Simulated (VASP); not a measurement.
# LaAl4S (Pmma) in VASP: single point with PBE

Aim: the single point of LaAl4S with PBE.

Program: VASP 6.6.1. These are calculated values, not measurements. Logs are shortened: lines on timing, memory, paths and dates and some standing lists are left out, and cuts for length are marked.

## (1) The cell of the first run

Symmetry: Pmma, No. 51, orthorhombic system. Conventional cell: a = 8.064 Å, b = 4.275 Å, c = 7.354 Å, α = 90.00°, β = 90.00°, γ = 90.00°. Within 3.6 Å of La (site symmetry mm2) lie 1 S at 2.70 Å and 8 Al at 3.19 to 3.41 Å. Within 3.7 Å of Al (site symmetry 2/m) lie 2 S at 2.77 Å and 8 Al at 2.87 to 2.96 Å and 2 La at 3.41 Å. Within 3.7 Å of Al (site symmetry mm2) lie 8 Al at 2.80 to 2.96 Å and 2 S at 3.13 Å and 2 La at 3.19 Å. Al (site symmetry m) has 2 S at 2.70 Å and 7 Al at 2.80 to 3.82 Å and 4 La at 3.32 to 3.84 Å within 3.9 Å. Within 3.6 Å of S (site symmetry mm2) lie 1 La at 2.70 Å and 8 Al at 2.70 to 3.13 Å.

## (2) Single point, PBE

File INCAR:

```
PREC = Accurate
ENCUT = 500
EDIFF = 1E-6
ISMEAR = -1
SIGMA = 0.062
LREAL = F
LASPH = T
NELM = 200
ALGO = Normal
ISIF = 2
LWAVE = F
LCHARG = F
GGA = PE
NBANDS = 41
GGA_COMPAT = F
LMAXMIX = 6
```

File KPOINTS:

```
Automatic mesh
0
Gamma
  3 6 4
```

File POSCAR:

```
LaAl4S
1.0
    8.0644350000      0.0000000000      0.0000000000
    0.0000000000      4.2746430000      0.0000000000
    0.0000000000      0.0000000000      7.3544380000
La Al S
2 8 2
Direct
    0.2500000000      0.0000000000      0.3743131392
    0.7500000000      0.0000000000      0.6256868608
    0.0000000000      0.0000000000      0.0000000000
    0.5000000000      0.0000000000      0.0000000000
    0.2500000000      0.5000000000      0.0523052286
    0.7500000000      0.5000000000      0.9476947714
    0.0449065102      0.5000000000      0.7449402984
    0.4550934898      0.5000000000      0.7449402984
    0.5449065102      0.5000000000      0.2550597016
    0.9550934898      0.5000000000      0.2550597016
    0.2500000000      0.0000000000      0.7416784699
    0.7500000000      0.0000000000      0.2583215301
```

Potentials or basis: VASP PAW PBE potentials, release 64 (La, Al, S).

Launch:

```
cat potpaw_PBE.64/La/POTCAR potpaw_PBE.64/Al/POTCAR potpaw_PBE.64/S/POTCAR > POTCAR
mpirun -np 1 vasp_std > vasp.out
```

OUTCAR:

```text
PREC = Accurate
   ENCUT = 500
   EDIFF = 1E-6
   ISMEAR = -1
   LREAL = F
   LASPH = T
   NELM = 200
   ISIF = 2
   GGA = PE

 ion  position               nearest neighbor table
   1  0.250  0.000  0.374-  11 2.70   5 3.19   5 3.19   9 3.32  10 3.32   9 3.32  10 3.32   4 3.41
                             3 3.41
   2  0.750  0.000  0.626-  12 2.70   6 3.19   6 3.19   7 3.32   8 3.32   7 3.32   8 3.32   4 3.41
                             3 3.41
   3  0.000  0.000  0.000-  11 2.77  12 2.77   7 2.87  10 2.87   7 2.87  10 2.87   5 2.96   6 2.96
                             5 2.96   6 2.96   1 3.41   2 3.41
   4  0.500  0.000  0.000-  11 2.77  12 2.77   8 2.87   9 2.87   8 2.87   9 2.87   5 2.96   6 2.96
                             5 2.96   6 2.96   1 3.41   2 3.41
   5  0.250  0.500  0.052-   7 2.80   8 2.80   9 2.81  10 2.81   3 2.96   4 2.96   3 2.96   4 2.96
                             1 3.19   1 3.19
   6  0.750  0.500  0.948-   9 2.80  10 2.80   7 2.81   8 2.81   3 2.96   4 2.96   3 2.96   4 2.96
                             2 3.19   2 3.19
   7  0.045  0.500  0.745-  11 2.70  11 2.70   5 2.80   6 2.81   3 2.87   3 2.87   8 3.31   2 3.32
                             2 3.32
   8  0.455  0.500  0.745-  11 2.70  11 2.70   5 2.80   6 2.81   4 2.87   4 2.87   7 3.31   2 3.32
                             2 3.32
   9  0.545  0.500  0.255-  12 2.70  12 2.70   6 2.80   5 2.81   4 2.87   4 2.87  10 3.31   1 3.32
                             1 3.32
  10  0.955  0.500  0.255-  12 2.70  12 2.70   6 2.80   5 2.81   3 2.87   3 2.87   9 3.31   1 3.32
                             1 3.32
  11  0.250  0.000  0.742-   1 2.70   7 2.70   8 2.70   7 2.70   8 2.70   3 2.77   4 2.77
  12  0.750  0.000  0.258-   2 2.70   9 2.70  10 2.70   9 2.70  10 2.70   3 2.77   4 2.77

  LATTYP: Found a simple orthorhombic cell.
 ALAT       =     4.2746430000
 B/A-ratio  =     1.7204800494
 C/A-ratio  =     1.8865750894

  Lattice vectors:

 A1 = (   0.0000000000,   4.2746430000,   0.0000000000)
 A2 = (   0.0000000000,   0.0000000000,   7.3544380000)
 A3 = (   8.0644350000,   0.0000000000,   0.0000000000)

Analysis of symmetry for initial positions (statically):
=====================================================================
 Subroutine PRICEL returns:
 Original cell was already a primitive cell.

 Routine SETGRP: Setting up the symmetry group for a
 simple orthorhombic supercell.

 Subroutine GETGRP returns: Found  8 space group operations
 (whereof  4 operations were pure point group operations)
 out of a pool of  8 trial point group operations.

The static configuration has the point symmetry C_2h.
 The point group associated with its full space group is D_2h.

Analysis of symmetry for dynamics (positions and initial velocities):
=====================================================================
 Subroutine PRICEL returns:
 Original cell was already a primitive cell.

 Routine SETGRP: Setting up the symmetry group for a
 simple orthorhombic supercell.

 Subroutine GETGRP returns: Found  8 space group operations
 (whereof  4 operations were pure point group operations)
 out of a pool of  8 trial point group operations.

The dynamic configuration has the point symmetry C_2h.
 The point group associated with its full space group is D_2h.

 Subroutine INISYM returns: Found  8 space group operations
 (whereof  4 operations are pure point group operations),
 and found     1 'primitive' translations

----------------------------------------------------------------------------------------

                                     Primitive cell

  volume of cell :     253.5265

  direct lattice vectors                    reciprocal lattice vectors
     8.064435000  0.000000000  0.000000000     0.124001247  0.000000000  0.000000000
     0.000000000  4.274643000  0.000000000     0.000000000  0.233937665  0.000000000
     0.000000000  0.000000000  7.354438000     0.000000000  0.000000000  0.135972320

  length of vectors
     8.064435000  4.274643000  7.354438000     0.124001247  0.233937665  0.135972320

  position of ions in fractional coordinates (direct lattice)
     0.250000000  0.000000000  0.374313139
     0.750000000  0.000000000  0.625686861
     0.000000000  0.000000000  0.000000000
     0.500000000  0.000000000  0.000000000
     0.250000000  0.500000000  0.052305229
     0.750000000  0.500000000  0.947694771
     0.044906510  0.500000000  0.744940298
     0.455093490  0.500000000  0.744940298
[... 32 lines left out ...]
     0.000000000  0.038989611  0.000000000     0.000000000  0.166666667  0.000000000
     0.000000000  0.000000000  0.033993080     0.000000000  0.000000000  0.250000000

  Length of vectors
     0.041333749  0.038989611  0.033993080

  Shift w.r.t. Gamma in fractional coordinates (k-lattice)
     0.000000000  0.000000000  0.000000000

 Subroutine IBZKPT returns following result:
 ===========================================

 Found     24 irreducible k-points:

 Following reciprocal coordinates:
            Coordinates               Weight
  0.000000  0.000000  0.000000      1.000000
  0.333333  0.000000  0.000000      2.000000
  0.000000  0.166667  0.000000      2.000000
  0.333333  0.166667  0.000000      4.000000
  0.000000  0.333333  0.000000      2.000000
  0.333333  0.333333  0.000000      4.000000
[... 16 lines left out ...]
  0.000000  0.500000  0.500000      1.000000
  0.333333  0.500000  0.500000      2.000000
   k-points           NKPTS =     24   k-points in BZ     NKDIM =     24   number of bands    NBANDS=     41
   number of dos      NEDOS =    301   number of ions     NIONS =     12
   total plane-waves  NPLWV = 103680
   dimension x,y,z NGX =    60 NGY =   32 NGZ =   54
   dimension x,y,z NGXF=   120 NGYF=   64 NGZF=  108
   ions per type =               2   8   2
   NGX,Y,Z   is equivalent  to a cutoff of  12.37, 12.45, 12.21 a.u.
   NGXF,Y,Z  is equivalent  to a cutoff of  24.74, 24.89, 24.41 a.u.
 SYSTEM =  unknown system
   PREC   = accura    normal or accurate (medium, high low for compatibility)
   ISTART =      0    job   : 0-new  1-cont  2-samecut
   ICHARG =      2    charge: 1-file 2-atom 10-const
   ISPIN  =      1    spin polarized calculation?
   LNONCOLLINEAR =      F non collinear calculations
   LSORBIT =      F    spin-orbit coupling
   LASPH  =      T    aspherical Exc in radial PAW
   ENCUT  =  500.0 eV  36.75 Ry    6.06 a.u.  14.70  7.79 13.41*2*pi/ulx,y,z
   NELM   =    200;   NELMIN=  2; NELMDL= -5     # of ELM steps
   EDIFF  = 0.1E-05   stopping-criterion for ELM
   LREAL  =      F    real-space projection
   EDIFFG = 0.1E-04   stopping-criterion for IOM
   NSW    =      0    number of steps for IOM
   IBRION =     -1    ionic relax: 0-MD 1-quasi-New 2-CG
   NFREE  =      0    steps in history (QN), initial steepest desc. (CG)
   ISIF   =      2    stress and relaxation
   ISYM   =      2    0-nonsym 1-usesym 2-fastsym
   POTIM  = 0.5000    time-step for ionic-motion
   TEBEG  =    0.0;   TEEND  =   0.0 temperature during run
   PSTRESS=    0.0 pullay stress
   NELECT =      58.0000    total number of electrons
   NUPDOWN=      -1.0000    fix difference up-down
   EMIN   =  10.00;   EMAX   =-10.00  energy-range for DOS
   EFERMI =   0.00;   METHOD = LEGACY
   ISMEAR =    -1;   SIGMA  =   0.06  broadening in eV -4-tet -1-fermi 0-gaus
   EFERMI_NEDOS =   21; number of points for ismear=-14 and -15
   IALGO  =     38    algorithm
   IMIX   =      4    mixing-type and parameters
     AMIX     =   0.40;   BMIX     =  1.00
     AMIX_MAG =   1.60;   BMIX_MAG =  1.00
  volume/ion in A,a.u.               =      21.13       142.57
  Fermi-wavevector in a.u.,A,eV,Ry     =   1.001251  1.892090 13.639896  1.002504
  Thomas-Fermi vector in A             =   2.133661
   LORBIT       =      0    0 simple, 1 ext, 2 COOP (PROOUT), +10 PAW based schemes
   GGA     = PE    functional components
   LHFCALC =     F    Hartree Fock is set to
   AEXX    =    0.0000 exact exchange contribution
   IVDW    =     0    specifies the selected vdW correction
   LEPSILON=     F    determine dielectric tensor
   LRPA    =     F    only Hartree local field effects (RPA)
 non-spin polarized calculation
  energy-cutoff  :      500.00
  volume of cell :      253.53
 maximum number of plane-waves:      6481
 NGX is ok and might be reduce to    60
   NGX = 29   NGY = 15   NGZ = 27

 number of electron      57.9999991 magnetization

 Free energy of the ion-electron system (eV)
  ---------------------------------------------------
  ext. energy  EPLUGINS =         0.00000000
  ---------------------------------------------------
  free energy    TOTEN  =       -50.51908392 eV

  energy without entropy =      -50.43120187  energy(sigma->0) =      -50.47514290

 E-fermi :   7.3149     XC(G=0):  -9.8121

 val. band max:        7.3030832733   @ k =   0.3333   0.3333   0.0000
 cond. band min:       7.3152333169   @ k =   0.0000   0.3333   0.5000
 fundamental gap:      0.0121500436
 Fermi energy:         7.3149341661

 k-point     1 :       0.0000    0.0000    0.0000
  band No.  band energies     occupation
      1     -25.3166      2.00000
      2     -25.3075      2.00000
      3      -9.4739      2.00000
      4      -9.4494      2.00000
      5      -9.2441      2.00000
      6      -9.0806      2.00000
[... 1045 lines left out ...]
     40       9.3776      0.00000
     41       9.4781      0.00000

------------------------ aborting loop because EDIFF is reached ----------------------------------------

  FORCE on cell =-STRESS in cart. coord.  units (eV):
  Direction    XX          YY          ZZ          XY          YZ          ZX
  --------------------------------------------------------------------------------------
  -------------------------------------------------------------------------------------
  Total       -4.4553414      0.6283562      5.8967466      0.0000000      0.0000000      0.0000000
  in kB      -28.1558264      3.9709387     37.2648829      0.0000000      0.0000000      0.0000000
  external PRESSURE =       4.3599984 kB  Pullay stress =       0.0000000 kB

 VOLUME and BASIS-vectors are now :
 -----------------------------------------------------------------------------
  energy-cutoff  :      500.00
  volume of cell :      253.53
      direct lattice vectors                 reciprocal lattice vectors
     8.064435000  0.000000000  0.000000000     0.124001247  0.000000000  0.000000000
     0.000000000  4.274643000  0.000000000     0.000000000  0.233937665  0.000000000
     0.000000000  0.000000000  7.354438000     0.000000000  0.000000000  0.135972320

 POSITION                                       TOTAL-FORCE (eV/Angst)
 -----------------------------------------------------------------------------------
      2.01611      0.00000      2.75286         0.000000      0.000000      0.000557
      6.04833      0.00000      4.60158         0.000000      0.000000     -0.000557
      0.00000      0.00000      0.00000         0.000000      0.000000     -0.000000
      4.03222      0.00000      0.00000         0.000000      0.000000     -0.000000
      2.01611      2.13732      0.38468         0.000000      0.000000     -0.001641
      6.04833      2.13732      6.96976        -0.000000      0.000000      0.001641
      0.36215      2.13732      5.47862        -0.000926      0.000000      0.001994
      3.67007      2.13732      5.47862         0.000926      0.000000      0.001994
      4.39436      2.13732      1.87582        -0.000926     -0.000000     -0.001994
      7.70229      2.13732      1.87582         0.000926      0.000000     -0.001994
      2.01611      0.00000      5.45463         0.000000      0.000000     -0.011117
      6.04833      0.00000      1.89981         0.000000      0.000000      0.011117
 -----------------------------------------------------------------------------------
    total drift:                                0.000000      0.000000     -0.000000

  FREE ENERGIE OF THE ION-ELECTRON SYSTEM (eV)
  ---------------------------------------------------
  free  energy   TOTEN  =       -50.5190839206 eV

  energy  without entropy=      -50.4312018696  energy(sigma->0) =      -50.47514290
```

It took 4.9 min on 1 thread of AMD EPYC 7R43 (Zen 3), shared host; peak memory 0.41 GiB.

Results:

```
Free energy            : -50.5191 eV
Pressure               : 0.4 GPa
Largest force          : 0.011 eV/Å
Band gap on the k mesh : zero (bands 29 and 30 overlap by 0.65 eV)
```

Forces on the atoms (eV/Å):
```
La   0.000  0.000  0.001
La   0.000  0.000 -0.001
Al   0.000  0.000  0.000
Al   0.000  0.000  0.000
Al   0.000  0.000 -0.002
Al   0.000  0.000  0.002
Al  -0.001  0.000  0.002
Al   0.001  0.000  0.002
Al  -0.001  0.000 -0.002
Al   0.001  0.000 -0.002
S    0.000  0.000 -0.011
S    0.000  0.000  0.011
```

Levels at points of the mesh, in eV from the Fermi level:
```
           k point  band 25  band 26  band 27  band 28  band 29  band 30  band 31  band 32  band 33  band 34
(0.00, 0.00, 0.00)    -1.39    -1.15    -1.09    -1.03     0.22     0.29     0.55     0.66     0.78     1.11
(0.00, 0.50, 0.00)    -2.38    -1.15    -0.76    -0.36    -0.03     0.07     0.16     1.40     1.42     1.79
(0.00, 0.00, 0.50)    -1.08    -0.91    -0.74    -0.67    -0.61    -0.43    -0.08     0.51     0.67     0.88
(0.00, 0.50, 0.50)    -1.61    -0.96    -0.54    -0.43    -0.31    -0.09     0.24     0.71     0.81     0.85
```

Caveat: spin-orbit coupling is left out, which moves the levels of the heavy elements.
